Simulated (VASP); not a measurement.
# Si3Mo (P4/mmm) in VASP: further runs, part 2 of 2

VASP 6.6.1. The steps go on from the part before.

## Step 4: Relaxation of cell and atoms, PBE

File INCAR:

```
PREC = Accurate
ENCUT = 600
EDIFF = 1E-6
ISMEAR = 0
SIGMA = 0.1
LREAL = F
LASPH = T
NELM = 80
ALGO = Normal
ISIF = 3
LWAVE = F
LCHARG = F
GGA = PE
IBRION = 2
NSW = 90
EDIFFG = -0.04
```

File KPOINTS:

```
Automatic mesh
0
Gamma
  6 6 2
```

File POSCAR:

```
Si3Mo
1.0
    2.5483478900      0.0000000000      0.0000000000
    0.0000000000      2.5483478900      0.0000000000
    0.0000000000      0.0000000000      9.8293038800
Si Mo
3 1
Direct
    0.0000000000      0.0000000000      0.2312210100
    0.0000000000      0.0000000000      0.5000000000
    0.0000000000      0.0000000000      0.7687789900
    0.0000000000      0.0000000000      0.0000000000
```

Potentials or basis: VASP PAW PBE potentials, release 64 (Si, Mo_sv).

Launch:

```console
$ cat potpaw_PBE.64/Si/POTCAR potpaw_PBE.64/Mo_sv/POTCAR > POTCAR
$ mpirun -np 1 vasp_std > vasp.out
```

OUTCAR:

```text
PREC = Accurate
   ENCUT = 600
   EDIFF = 1E-6
   ISMEAR = 0
   LREAL = F
   LASPH = T
   NELM = 80
   ISIF = 3
   GGA = PE
   IBRION = 2
   NSW = 90
   EDIFFG = -0.04

 ion  position               nearest neighbor table
   1  0.000  0.000  0.231-   4 2.27   2 2.64
   2  0.000  0.000  0.500-   1 2.64   3 2.64
   3  0.000  0.000  0.769-   4 2.27   2 2.64
   4  0.000  0.000  0.000-   1 2.27   3 2.27

  LATTYP: Found a simple tetragonal cell.
 ALAT       =     2.5483478900
 C/A-ratio  =     3.8571279528

  Lattice vectors:

 A1 = (   2.5483478900,   0.0000000000,   0.0000000000)
 A2 = (   0.0000000000,   2.5483478900,   0.0000000000)
 A3 = (   0.0000000000,   0.0000000000,   9.8293038800)

Analysis of symmetry for initial positions (statically):
=====================================================================
 Subroutine PRICEL returns:
 Original cell was already a primitive cell.

 Routine SETGRP: Setting up the symmetry group for a
 simple tetragonal supercell.

 Subroutine GETGRP returns: Found 16 space group operations
 (whereof 16 operations were pure point group operations)
 out of a pool of 16 trial point group operations.

The static configuration has the point symmetry D_4h.

Analysis of symmetry for dynamics (positions and initial velocities):
=====================================================================
 Subroutine PRICEL returns:
 Original cell was already a primitive cell.

 Routine SETGRP: Setting up the symmetry group for a
 simple tetragonal supercell.

 Subroutine GETGRP returns: Found 16 space group operations
 (whereof 16 operations were pure point group operations)
 out of a pool of 16 trial point group operations.

The dynamic configuration has the point symmetry D_4h.

 Subroutine INISYM returns: Found 16 space group operations
 (whereof 16 operations are pure point group operations),
[... 114 lines left out ...]
     AMIX     =   0.40;   BMIX     =  1.00
     AMIX_MAG =   1.60;   BMIX_MAG =  1.00
  volume/ion in A,a.u.               =      15.96       107.69
  Fermi-wavevector in a.u.,A,eV,Ry     =   1.213536  2.293250 20.036876  1.472669
  Thomas-Fermi vector in A             =   2.348985
   LORBIT       =      0    0 simple, 1 ext, 2 COOP (PROOUT), +10 PAW based schemes
   GGA     = PE    functional components
   LHFCALC =     F    Hartree Fock is set to
   AEXX    =    0.0000 exact exchange contribution
   IVDW    =     0    specifies the selected vdW correction
   LEPSILON=     F    determine dielectric tensor
   LRPA    =     F    only Hartree local field effects (RPA)
 conjugate gradient relaxation of ions
 non-spin polarized calculation
 Gauss-broadening in eV      SIGMA  =   0.10
  energy-cutoff  :      600.00
  volume of cell :       63.83
 maximum number of plane-waves:      2156
   NGX = 11   NGY = 11   NGZ = 39

--------------------------------------- Ionic step        1  -------------------------------------------

 number of electron      25.9999998 magnetization

 Free energy of the ion-electron system (eV)
  ---------------------------------------------------
  ext. energy  EPLUGINS =         0.00000000
  ---------------------------------------------------
  free energy    TOTEN  =       -24.37462166 eV

  energy without entropy =      -24.36180838  energy(sigma->0) =      -24.36821502

------------------------ aborting loop because EDIFF is reached ----------------------------------------

  FORCE on cell =-STRESS in cart. coord.  units (eV):
  Direction    XX          YY          ZZ          XY          YZ          ZX
  --------------------------------------------------------------------------------------
  -------------------------------------------------------------------------------------
  Total        0.9067304      0.9067304     11.3108237      0.0000000     -0.0000000      0.0000000
  in kB       22.7587595     22.7587595    283.8994952      0.0000000     -0.0000000      0.0000000
  external PRESSURE =     109.8056714 kB  Pullay stress =       0.0000000 kB
[... 95 lines left out ...]
  FREE ENERGIE OF THE ION-ELECTRON SYSTEM (eV)
  ---------------------------------------------------
  free  energy   TOTEN  =       -25.0853965423 eV

  energy  without entropy=      -25.0756122817  energy(sigma->0) =      -25.08050441

[... ionic steps 4 to 8 ...]

--------------------------------------- Ionic step        9  -------------------------------------------

 number of electron      26.0000000 magnetization

------------------------ aborting loop because EDIFF is reached ----------------------------------------
[... 71 lines left out ...]
--------------------------------------- Ionic step       11  -------------------------------------------

 number of electron      26.0000003 magnetization

 Free energy of the ion-electron system (eV)
  ---------------------------------------------------
  ext. energy  EPLUGINS =         0.00000000
  ---------------------------------------------------
  free energy    TOTEN  =       -25.27898845 eV

  energy without entropy =      -25.27419006  energy(sigma->0) =      -25.27658925

 E-fermi :   8.8850     XC(G=0): -11.1861

 val. band max:        8.6581433029   @ k =   0.5000   0.5000   0.0000
 cond. band min:       8.9109635992   @ k =   0.1667   0.0000   0.5000
 fundamental gap:      0.2528202963
 Fermi energy:         8.8850127528

 k-point     1 :       0.0000    0.0000    0.0000
  band No.  band energies     occupation
      1     -51.8946      2.00000
      2     -26.0497      2.00000
      3     -24.9471      2.00000
      4     -24.9471      2.00000
      5      -3.8981      2.00000
      6      -2.5880      2.00000
[... 420 lines left out ...]
  FREE ENERGIE OF THE ION-ELECTRON SYSTEM (eV)
  ---------------------------------------------------
  free  energy   TOTEN  =       -25.2789884458 eV

  energy  without entropy=      -25.2741900572  energy(sigma->0) =      -25.27658925

 reached required accuracy - stopping structural energy minimisation
```

Run time: 87 s. Hardware: 1 thread of Intel Xeon 6975P-C (Granite Rapids), shared host; peak memory 0.18 GiB.

Results:

| Property | Result |
| --- | --- |
| Free energy | -25.2790 eV |
| Relaxed volume | 16.37 Å³/atom |
| Relaxed cell | a = 2.521 Å, b = 2.521 Å, c = 10.303 Å, α = 90.00°, β = 90.00°, γ = 90.00° |
| Space group after relaxing (to 0.05 Å) | P4/mmm (No. 123) |
| Energy gained by relaxing | 226.1 meV/atom |
| Ionic steps | 11 |
| Pressure after relaxing | 0.0 GPa |
| Largest force after relaxing | 0.004 eV/Å |
| Band gap on the k mesh | zero (band 13 reaches 11.45 eV, above the bottom of band 14 at 7.80 eV) |

Forces in eV/Å, atoms in the order of the input:
```
Si   0.000  0.000  0.004
Si   0.000  0.000  0.000
Si   0.000  0.000 -0.004
Mo   0.000  0.000  0.000
```

The path:
| step | energy change (eV) | largest force (eV/Å) | pressure (GPa) | volume (Å³) |
| --- | --- | --- | --- | --- |
| 1 | 0.0000 | 3.0734 | 10.98 | 63.83 |
| 2 | -0.4666 | 0.0029 | -10.40 | 74.14 |
| 3 | -0.7108 | 0.6948 | -5.26 | 70.01 |
| 4 | -0.7126 | 0.7891 | -4.73 | 69.69 |
| 5 | -0.8103 | 0.6014 | 0.73 | 65.99 |
| 6 | -0.8103 | 0.6048 | 0.61 | 66.06 |
| 7 | -0.8866 | 0.3582 | 2.02 | 64.68 |
| 8 | -0.8909 | 0.2214 | 2.67 | 64.27 |
| 9 | -0.8982 | 0.0896 | -1.74 | 66.35 |
| 10 | -0.9039 | 0.0294 | -0.05 | 65.50 |
| 11 | -0.9044 | 0.0038 | -0.01 | 65.48 |

Final structure:
```cif
data_structure
_symmetry_space_group_name_H-M 'P 1'
_symmetry_Int_Tables_number 1
_cell_length_a 2.5209
_cell_length_b 2.5209
_cell_length_c 10.3032
_cell_angle_alpha 90.000
_cell_angle_beta 90.000
_cell_angle_gamma 90.000
_cell_volume 65.48
loop_
_atom_site_label
_atom_site_type_symbol
_atom_site_fract_x
_atom_site_fract_y
_atom_site_fract_z
_atom_site_occupancy
Si1 Si 0.00000 0.00000 0.25312 1
Si2 Si 0.00000 0.00000 0.50000 1
Si3 Si 0.00000 0.00000 0.74688 1
Mo1 Mo 0.00000 0.00000 0.00000 1
```

Caveat: the k points lie up to 0.42 Å⁻¹ apart in the final cell.

## Step 5: Single point, PBE, collinear spin, ferromagnetic start

This run uses another cell than the first one, of 16.36 Å³/atom, 1.025 times its volume.

File INCAR:

```
  ALGO = Normal
  EDIFF = 1E-6
  ENCUT = 500
  GGA = PE
  GGA_COMPAT = F
  ISIF = 2
  ISMEAR = 0
  ISPIN = 2
  LASPH = T
  LCHARG = F
  LMAXMIX = 4
  LORBIT = 11
  LREAL = F
  LWAVE = F
  MAGMOM = 0 0 0 1
  NBANDS = 25
  NELM = 200
  PREC = Accurate
  SIGMA = 0.1
```

File KPOINTS:

```
k-points
0
Gamma
  6 6 2
```

File POSCAR:

```
Si3Mo
1.0
    2.5211528703      0.0000000000      0.0000000000
    0.0000000000      2.5211528703      0.0000000000
    0.0000000000      0.0000000000     10.2961077556
Si Mo
3 1
Direct
    0.0000000000      0.0000000000      0.2530706285
    0.0000000000      0.0000000000      0.5000000000
    0.0000000000      0.0000000000      0.7469293715
    0.0000000000      0.0000000000      0.0000000000
```

Launch:

```console
$ cat potpaw_PBE.64/Si/POTCAR potpaw_PBE.64/Mo_sv/POTCAR > POTCAR
$ mpirun -np 1 vasp_std > vasp.out
```

Wall time 72 s (1 thread of Intel Xeon 8259CL, shared host); peak memory 0.21 GiB.

Results (log left out):

* Free energy: -25.2793 eV
* Pressure: 0.1 GPa
* Largest force: 0.012 eV/Å
* Band gap on the k mesh: zero (filled and empty bands overlap)
* Net moment: 0.00 μB per cell
* Valence electrons inside the program's atomic spheres: Si 1.61, 1.60; Mo 12.67

Forces on the atoms (eV/Å):
```
Si   0.000  0.000  0.012
Si   0.000  0.000  0.000
Si   0.000  0.000 -0.012
Mo   0.000  0.000  0.000
```

Stress tensor (GPa, compression positive):
```
0.02 0.00 0.00
0.00 0.02 0.00
0.00 0.00 0.18
```

Levels at points of the mesh, in eV from the Fermi level:
Spin up:
```csv
k point,band 9,band 10,band 11,band 12,band 13,band 14,band 15,band 16,band 17,band 18
"(0.00, 0.00, 0.00)",-4.73,-3.83,-3.41,1.56,2.56,2.56,3.63,4.86,7.88,8.19
"(0.50, 0.00, 0.00)",-5.43,-3.82,-2.69,-2.54,-1.52,-0.35,1.37,2.36,3.22,3.53
"(0.50, 0.50, 0.00)",-2.45,-2.45,-1.49,-1.20,-0.23,-0.23,-0.23,-0.23,1.98,2.46
"(0.00, 0.00, 0.50)",-4.16,-3.83,-2.38,-0.32,2.56,2.56,4.86,5.91,7.80,7.84
"(0.50, 0.00, 0.50)",-4.80,-4.57,-2.84,-2.65,-1.85,1.25,1.37,1.83,2.70,3.22
"(0.50, 0.50, 0.50)",-2.29,-1.75,-1.75,-1.48,-1.48,0.04,0.70,0.70,1.14,1.90
```
Spin down:
| k point | band 10 | band 11 | band 12 | band 13 | band 14 | band 15 | band 16 | band 17 |
| --- | --- | --- | --- | --- | --- | --- | --- | --- |
| (0.00, 0.00, 0.00) | -3.83 | -3.41 | 1.56 | 2.56 | 2.56 | 3.63 | 4.86 | 7.88 |
| (0.50, 0.00, 0.00) | -3.82 | -2.69 | -2.54 | -1.52 | -0.35 | 1.37 | 2.36 | 3.22 |
| (0.50, 0.50, 0.00) | -2.45 | -1.49 | -1.20 | -0.23 | -0.23 | -0.23 | -0.23 | 1.98 |
| (0.00, 0.00, 0.50) | -3.83 | -2.38 | -0.32 | 2.56 | 2.56 | 4.86 | 5.91 | 7.80 |
| (0.50, 0.00, 0.50) | -4.57 | -2.84 | -2.65 | -1.85 | 1.25 | 1.37 | 1.83 | 2.70 |
| (0.50, 0.50, 0.50) | -1.75 | -1.75 | -1.48 | -1.48 | 0.04 | 0.70 | 0.70 | 1.14 |

Caveat: the k points lie up to 0.42 Å⁻¹ apart.

## Step 6: The runs side by side

```tsv
task	spin	cell	cutoff (eV)	gap on the mesh (eV)	pressure (GPa)	largest force (eV/Å)
single point	off	a = 2.548, b = 2.548, c = 9.829 Å, 4 atoms	520	none	11.0	3.07
single point	off	a = 2.521, b = 2.521, c = 10.296 Å, 4 atoms	520	none	0.1	0.01
relaxation of cell and atoms	off	relaxed from a = 2.548, b = 2.548, c = 9.829 Å, 4 atoms	600	none	0.0	-
single point	collinear, ferromagnetic start	a = 2.521, b = 2.521, c = 10.296 Å, 4 atoms	500	none	0.1	0.01
```

Alike in all rows: level PBE; potentials or basis VASP PAW PBE potentials, release 64 (Si, Mo_sv); k mesh 6 × 6 × 2; smearing gaussian 0.1 eV.

Caveats: all runs use coarse meshes; forces of over 1 eV/Å act on the atoms, so gaps and moduli don't describe the material at rest (some runs).

Total energies depend on the potentials used, so only differences within one code and one set of settings carry meaning.
